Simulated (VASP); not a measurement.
# Ge (Cmmm) in VASP: a series of runs

Runs on Ge. Level: PBEsol. Tasks: single point.

Everything below comes from runs of VASP 6.6.1. Logs are shortened: lines on timing, memory, paths and dates and some standing lists are left out, and cuts for length are marked.

### Step 1. The cell of the first run

It takes space group Cmmm (No. 65, orthorhombic). Conventional cell: a = 2.718 Å, b = 5.058 Å, c = 2.624 Å, α = 90.00°, β = 90.00°, γ = 90.00°. Within 3.5 Å of Ge (site symmetry mmm) lie 8 Ge at 2.62 to 2.87 Å.

### Step 2. Single point, PBEsol

INCAR

```
SYSTEM = Ge
ALGO = Normal
EDIFF = 1E-6
ENCUT = 520
GGA = PS
ISIF = 2
ISMEAR = -1
LASPH = .True.
LCHARG = .False.
LREAL = .False.
LWAVE = .False.
NBANDS = 13
NELM = 100
PREC = Accurate
SIGMA = 0.1
```

KPOINTS

```
k-points
0
Gamma
  12 12 11
  0 0 0
```

POSCAR

```
Ge
1.0
    1.3588515060     -2.5292328040      0.0000000000
    1.3588515060      2.5292328040      0.0000000000
    0.0000000000      0.0000000000      2.6242693212
Ge
1
Direct
    0.5000000000      0.5000000000      0.0000000000
```

Potentials or basis: VASP PAW PBE potentials, release 64 (Ge_d).

Launch:

```sh
> cat potpaw_PBE.64/Ge_d/POTCAR > POTCAR
> mpirun -np 1 vasp_std > vasp.out
```

OUTCAR:

```text
SYSTEM = Ge
   EDIFF = 1E-6
   ENCUT = 520
   GGA = PS
   ISIF = 2
   ISMEAR = -1
   LASPH = .True.
   LREAL = .False.
   NELM = 100
   PREC = Accurate

 ion  position               nearest neighbor table
   1  0.500  0.500  0.000-

  LATTYP: Found a base centered orthorhombic cell.
 ALAT       =     2.7177030120
 B/A-ratio  =     1.8613018368
 C/A-ratio  =     0.9656203454

  Lattice vectors:

 A1 = (   1.3588515060,  -2.5292328040,   0.0000000000)
 A2 = (   1.3588515060,   2.5292328040,   0.0000000000)
 A3 = (   0.0000000000,   0.0000000000,   2.6242693212)

Analysis of symmetry for initial positions (statically):
=====================================================================
 Subroutine PRICEL returns:
 Original cell was already a primitive cell.

 Routine SETGRP: Setting up the symmetry group for a
 base centered orthorhombic supercell.

 Subroutine GETGRP returns: Found  8 space group operations
 (whereof  8 operations were pure point group operations)
 out of a pool of  8 trial point group operations.

The static configuration has the point symmetry D_2h.

Analysis of symmetry for dynamics (positions and initial velocities):
=====================================================================
 Subroutine PRICEL returns:
 Original cell was already a primitive cell.

 Routine SETGRP: Setting up the symmetry group for a
 base centered orthorhombic supercell.

 Subroutine GETGRP returns: Found  8 space group operations
 (whereof  8 operations were pure point group operations)
 out of a pool of  8 trial point group operations.

The dynamic configuration has the point symmetry D_2h.

 Subroutine INISYM returns: Found  8 space group operations
 (whereof  8 operations are pure point group operations),
 and found     1 'primitive' translations

----------------------------------------------------------------------------------------

                                     Primitive cell

  volume of cell :      18.0384

  direct lattice vectors                    reciprocal lattice vectors
     1.358851506 -2.529232804  0.000000000     0.367957792 -0.197688405  0.000000000
     1.358851506  2.529232804  0.000000000     0.367957792  0.197688405  0.000000000
     0.000000000  0.000000000  2.624269321     0.000000000  0.000000000  0.381058450

  length of vectors
     2.871148898  2.871148898  2.624269321     0.417700422  0.417700422  0.381058450

  position of ions in fractional coordinates (direct lattice)
     0.500000000  0.500000000  0.000000000

  ion indices of the primitive-cell ions
   primitive index   ion index
                 1           1

----------------------------------------------------------------------------------------

 KPOINTS: k-points

Automatic generation of k-mesh.
 Grid dimensions read from file:
 generate k-points for:   12   12   11

 Generating k-lattice:

  Cartesian coordinates                     Fractional coordinates (reciprocal lattice)
     0.030663149 -0.016474034  0.000000000     0.083333333  0.000000000  0.000000000
     0.030663149  0.016474034  0.000000000     0.000000000  0.083333333  0.000000000
     0.000000000  0.000000000  0.034641677     0.000000000  0.000000000  0.090909091

  Length of vectors
     0.034808368  0.034808368  0.034641677

  Shift w.r.t. Gamma in fractional coordinates (k-lattice)
     0.000000000  0.000000000  0.000000000

 Subroutine IBZKPT returns following result:
 ===========================================

 Found    258 irreducible k-points:

 Following reciprocal coordinates:
            Coordinates               Weight
  0.000000  0.000000  0.000000      1.000000
  0.083333  0.000000  0.000000      4.000000
  0.166667  0.000000  0.000000      4.000000
  0.250000  0.000000  0.000000      4.000000
  0.333333  0.000000  0.000000      4.000000
  0.416667  0.000000  0.000000      4.000000
[... 16 lines left out ...]
  0.500000  0.166667  0.000000      4.000000
 -0.416667  0.166667  0.000000      4.000000
 [... further k-points ...]
   k-points           NKPTS =    258   k-points in BZ     NKDIM =    258   number of bands    NBANDS=     13
   number of dos      NEDOS =    301   number of ions     NIONS =      1
   total plane-waves  NPLWV =  11520
   dimension x,y,z NGX =    24 NGY =   24 NGZ =   20
   dimension x,y,z NGXF=    48 NGYF=   48 NGZF=   40
   ions per type =               1
   NGX,Y,Z   is equivalent  to a cutoff of  13.90, 13.90, 12.67 a.u.
   NGXF,Y,Z  is equivalent  to a cutoff of  27.79, 27.79, 25.34 a.u.
 SYSTEM =  Ge
   PREC   = accura    normal or accurate (medium, high low for compatibility)
   ISTART =      0    job   : 0-new  1-cont  2-samecut
   ICHARG =      2    charge: 1-file 2-atom 10-const
   ISPIN  =      1    spin polarized calculation?
   LNONCOLLINEAR =      F non collinear calculations
   LSORBIT =      F    spin-orbit coupling
   LASPH  =      T    aspherical Exc in radial PAW
   ENCUT  =  520.0 eV  38.22 Ry    6.18 a.u.   5.34  5.34  4.88*2*pi/ulx,y,z
   NELM   =    100;   NELMIN=  2; NELMDL= -5     # of ELM steps
   EDIFF  = 0.1E-05   stopping-criterion for ELM
   LREAL  =      F    real-space projection
   EDIFFG = 0.1E-04   stopping-criterion for IOM
   NSW    =      0    number of steps for IOM
   IBRION =     -1    ionic relax: 0-MD 1-quasi-New 2-CG
   NFREE  =      0    steps in history (QN), initial steepest desc. (CG)
   ISIF   =      2    stress and relaxation
   ISYM   =      2    0-nonsym 1-usesym 2-fastsym
   POTIM  = 0.5000    time-step for ionic-motion
   TEBEG  =    0.0;   TEEND  =   0.0 temperature during run
   PSTRESS=    0.0 pullay stress
   NELECT =      14.0000    total number of electrons
   NUPDOWN=      -1.0000    fix difference up-down
   EMIN   =  10.00;   EMAX   =-10.00  energy-range for DOS
   EFERMI =   0.00;   METHOD = LEGACY
   ISMEAR =    -1;   SIGMA  =   0.10  broadening in eV -4-tet -1-fermi 0-gaus
   EFERMI_NEDOS =   21; number of points for ismear=-14 and -15
   IALGO  =     38    algorithm
   IMIX   =      4    mixing-type and parameters
     AMIX     =   0.40;   BMIX     =  1.00
     AMIX_MAG =   1.60;   BMIX_MAG =  1.00
  volume/ion in A,a.u.               =      18.04       121.73
  Fermi-wavevector in a.u.,A,eV,Ry     =   1.504473  2.843042 30.795963  2.263439
  Thomas-Fermi vector in A             =   2.615448
   LORBIT       =      0    0 simple, 1 ext, 2 COOP (PROOUT), +10 PAW based schemes
   GGA     = PS    functional components
   LHFCALC =     F    Hartree Fock is set to
   AEXX    =    0.0000 exact exchange contribution
   IVDW    =     0    specifies the selected vdW correction
   LEPSILON=     F    determine dielectric tensor
   LRPA    =     F    only Hartree local field effects (RPA)
 non-spin polarized calculation
  energy-cutoff  :      520.00
  volume of cell :       18.04
 maximum number of plane-waves:       498
 NGX is ok and might be reduce to    24
   NGX = 11   NGY = 11   NGZ =  9

 number of electron      14.0000001 magnetization

 Free energy of the ion-electron system (eV)
  ---------------------------------------------------
  ext. energy  EPLUGINS =         0.00000000
  ---------------------------------------------------
  free energy    TOTEN  =        -4.74911063 eV

  energy without entropy =       -4.73532520  energy(sigma->0) =       -4.74221791

 E-fermi :   7.0144     XC(G=0): -11.6079

 val. band max:        7.0085219191   @ k =  -0.2500   0.2500   0.0000
 cond. band min:       7.0239941663   @ k =   0.2500   0.0000   0.2727
 fundamental gap:      0.0154722472
 Fermi energy:         7.0144496390

 k-point     1 :       0.0000    0.0000    0.0000
  band No.  band energies     occupation
      1     -17.7597      2.00000
      2     -17.6728      2.00000
      3     -17.6084      2.00000
      4     -17.4822      2.00000
      5     -17.4622      2.00000
      6      -6.5945      2.00000
      7      14.0923      0.00000
      8      14.7110      0.00000
      9      16.3642      0.00000
     10      17.5158      0.00000
     11      20.0197      0.00000
     12      22.5684      0.00000
     13      22.8194      0.00000

 k-point     2 :       0.0833    0.0000    0.0000
  band No.  band energies     occupation
      1     -17.7533      2.00000
      2     -17.6636      2.00000
      3     -17.6096      2.00000
      4     -17.4836      2.00000
      5     -17.4665      2.00000
      6      -6.4143      2.00000
      7      13.9180      0.00000
      8      14.2718      0.00000
      9      14.8003      0.00000
     10      17.9725      0.00000
     11      19.7697      0.00000
     12      21.2720      0.00000
     13      24.0155      0.00000

 k-point     3 :       0.1667    0.0000    0.0000
  band No.  band energies     occupation
      1     -17.7383      2.00000
      2     -17.6449      2.00000
      3     -17.6047      2.00000
      4     -17.4888      2.00000
      5     -17.4769      2.00000
      6      -5.8731      2.00000
      7      11.3160      0.00000
      8      13.2568      0.00000
      9      14.8019      0.00000
     10      17.5259      0.00000
     11      19.1655      0.00000
     12      23.0853      0.00000
     13      26.4095      0.00000
[... 305 lines left out ...]
 k-point    23 :       0.5000    0.1667    0.0000
  band No.  band energies     occupation
      1     -17.6978      2.00000
      2     -17.6222      2.00000
      3     -17.5260      2.00000
      4     -17.5239      2.00000
      5     -17.4997      2.00000
      6      -1.9286      2.00000
      7       3.4419      2.00000
      8       6.8892      1.55562
      9      18.0833      0.00000
     10      19.7682      0.00000
     11      22.8076      0.00000
     12      25.9500      0.00000
     13      26.9315      0.00000

 k-point    24 :      -0.4167    0.1667    0.0000
  band No.  band energies     occupation
      1     -17.7016      2.00000
      2     -17.6387      2.00000
      3     -17.5422      2.00000
      4     -17.5165      2.00000
      5     -17.4916      2.00000
      6      -3.4084      2.00000
      7       5.7209      2.00000
      8       7.5862      0.00655
      9      16.9923      0.00000
     10      20.2427      0.00000
     11      21.5869      0.00000
     12      26.8937      0.00000
     13      27.7408      0.00000

 [... further k-points ...]
[... 5 lines left out ...]
  --------------------------------------------------------------------------------------
  -------------------------------------------------------------------------------------
  Total        0.3762045     -0.1635022      0.3423356      0.0000000      0.0000000      0.0000000
  in kB       33.4145315    -14.5222855     30.4062950      0.0000000      0.0000000      0.0000000
  external PRESSURE =      16.4328470 kB  Pullay stress =       0.0000000 kB

 VOLUME and BASIS-vectors are now :
 -----------------------------------------------------------------------------
  energy-cutoff  :      520.00
  volume of cell :       18.04
      direct lattice vectors                 reciprocal lattice vectors
     1.358851506 -2.529232804  0.000000000     0.367957792 -0.197688405  0.000000000
     1.358851506  2.529232804  0.000000000     0.367957792  0.197688405  0.000000000
     0.000000000  0.000000000  2.624269321     0.000000000  0.000000000  0.381058450

 POSITION                                       TOTAL-FORCE (eV/Angst)
 -----------------------------------------------------------------------------------
      1.35885      0.00000      0.00000        -0.000000     -0.000000      0.000000
 -----------------------------------------------------------------------------------
    total drift:                               -0.000000     -0.000000     -0.000000

  FREE ENERGIE OF THE ION-ELECTRON SYSTEM (eV)
  ---------------------------------------------------
  free  energy   TOTEN  =        -4.7491106259 eV

  energy  without entropy=       -4.7353251995  energy(sigma->0) =       -4.74221791
```

Run time: 49 s. Hardware: 1 thread of AMD EPYC 7R13, shared host; peak memory 0.14 GiB.

What came out:

```yaml
Free_energy: -4.7491 eV
Pressure: 1.6 GPa
Band_gap_on_the_k_mesh: zero (band 7 reaches 14.09 eV, above the bottom of band 8 at 3.44 eV)
```

Caveat: the PAW data sets were made with another functional, which shifts forces and pressure a little.

(Continued in part 2 of 2.)
